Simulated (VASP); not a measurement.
Write the native input for VASP 6.6.1 that does the following.

- Task: relaxation of cell and atoms
- Functional: LDA
- Potentials or basis: VASP PAW LDA potentials, release 64 (Hf_pv, O)
- Cutoff: 600 eV
- k mesh: 8 × 8 × 8
- Occupations: fermi-dirac, width 0.02 eV
- Spin: no spin polarisation
- Dipole correction: no
- Further INCAR settings: ALGO = Normal; EDIFF = 1e-06; IBRION = 2; EDIFFG = -0.005; NSW = 80; ISIF = 3

The structure of HfO2 lies in POSCAR:

```
HfO2
1.0
   -2.0093573431      2.0093573431      5.3238408954
    2.0093573431     -2.0093573431      5.3238408954
    2.0093573431      2.0093573431     -5.3238408954
Hf O
2 4
Direct
    0.7500000000      0.2500000000      0.5000000000
    0.0000000000      0.0000000000      0.0000000000
    0.5482916216      0.0482916216      0.5000000000
    0.7982916216      0.7982916216      0.0000000000
    0.2017083784      0.2017083784      0.0000000000
    0.9517083784      0.4517083784      0.5000000000
```

One way to write it, as run:

INCAR

```
PREC = Accurate ; ENCUT = 600
EDIFF = 1E-6 ; ISMEAR = -1
SIGMA = 0.02 ; LREAL = F
LASPH = T ; NELM = 60
ALGO = Normal ; ISIF = 3
LWAVE = F ; LCHARG = F
IBRION = 2 ; NSW = 80
EDIFFG = -0.005
```

KPOINTS

```
Automatic mesh
0
Gamma
  8 8 8
```

Potentials or basis: VASP PAW LDA potentials, release 64 (Hf_pv, O).

Launch:

```bash
$ cat potpaw_LDA.64/Hf_pv/POTCAR potpaw_LDA.64/O/POTCAR > POTCAR
$ mpirun -np 1 vasp_std > vasp.out
```

Results of the run:

```yaml
Relaxed_volume: 13.45 Å³/atom
Relaxed_cell: a = 5.895 Å, b = 5.895 Å, c = 5.895 Å, α = 140.94°, β = 140.94°, γ = 56.43°
Space_group_after_relaxing_to_0.1_Å: I4_1/amd (No. 141)
Energy_gained_by_relaxing: 34.8 meV/atom
Ionic_steps: 15
Pressure_after_relaxing: 0.0 GPa
Band_gap_on_the_k_mesh: 4.35 eV (least direct gap 4.62 eV)
```

Caveat: spin-orbit coupling is left out, which moves the levels of the heavy elements.

Wall time 39 min on 1 thread of Intel(R) Xeon(R) 6975P-C (Granite Rapids), on a shared host, peak memory 0.37 GiB.
